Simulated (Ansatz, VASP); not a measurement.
**InAs in VASP and in Ansatz**

```
In As
1.0
     0.00000    2.77784    2.77784
     2.77784    0.00000    2.77784
     2.77784    2.77784    0.00000
In As
1 1
Cartesian
  2.9642 2.7778 2.7778
  -0.2856 0.0000 0.0000
```

Change from the starting cell: mode 4 frozen in at -0.288 Å, equal normal strain along x, y and z -0.0083.

Alike in both runs: task single point; functional LDA; k mesh 14 × 14 × 14; occupations gaussian, width 0.15 eV; no spin polarisation.

```csv
,VASP,Ansatz
version,VASP 6.6.1,Ansatz 0.2.0
potentials or method,"VASP PAW LDA potentials, release 64 (In_d, As), cutoff 500 eV","scalar-relativistic, plane waves, PAW"
valence electrons in the cell,18,28
```

VASP gave:

| Property | Result |
| --- | --- |
| gap on the k mesh at the Fermi level (eV) | none |
| pressure (GPa) | 10.3 |
| traceless stress, the component that is largest in VASP (GPa) | 22.27 |
| rms of the force components (eV/Å) | 2.043 |

Task: Estimate Ansatz's values.

Result: gap on the k mesh at the Fermi level (eV): none; pressure (GPa): 10.1; traceless stress, the component that is largest in VASP (GPa): 22.12; rms of the force components (eV/Å): 2.022.

Ansatz warns that its potentials were made for another functional, while VASP's fit it. LDA's correlation is that of Perdew and Zunger in VASP and of Perdew and Wang (1992) in Ansatz. Atom by atom the forces differ by 0.021 eV/Å (rms over components). A gap of «none» marks a metal or a gap that the smearing closes. VASP's potentials hold 18 valence electrons a cell and Ansatz's 28, so a difference there can come from the potentials and not from the codes.
